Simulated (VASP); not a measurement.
A run of VASP 6.6.1:

File INCAR:

```
SYSTEM = WSe2
PREC = Accurate
ENCUT = 520
EDIFF = 1E-6
ISMEAR = 0
SIGMA = 0.05
LREAL = .False.
LASPH = .True.
NELM = 60
ALGO = Normal
ISIF = 2
LWAVE = .False.
LCHARG = .False.
LDIPOL = .True.
IDIPOL = 3
DIPOL = 0.5 0.5 0.398
GGA = PE
IVDW = 12
NBANDS = 35
```

The input KPOINTS:

```
regular mesh
0
Gamma
  9 9 1
  0 0 0
```

The input POSCAR:

```
WSe2
1.0
    3.2854807123      0.0000000000      0.0000000000
   -1.6427403561      2.8453097605      0.0000000000
    0.0000000000      0.0000000000     24.2386612352
Se W
4 2
Direct
    0.3333333333      0.6666666667      0.1856538179
    0.3333333333      0.6666666667      0.3246602831
    1.0000000000      1.0000000000      0.4715330812
    1.0000000000      1.0000000000      0.6105395464
    0.6666666667      0.3333333333      0.2551570505
    0.6666666667      1.3333333333      0.5410363138
```

Potentials or basis: VASP PAW PBE potentials, release 64 (Se, W_sv).

The run is started by

```bash
$ cat potpaw_PBE.64/Se/POTCAR potpaw_PBE.64/W_sv/POTCAR > POTCAR
$ mpirun -np 1 vasp_std > vasp.out
```

Hardware: 1 thread of Intel Xeon 8259CL, on a shared host.

Question: How long does it take, and how much memory?

Answer: Run time: 4 min on 1 thread of Intel Xeon 8259CL, with other jobs on the host, peak memory 0.36 GiB. Counts: scf iterations 22, k points 12.
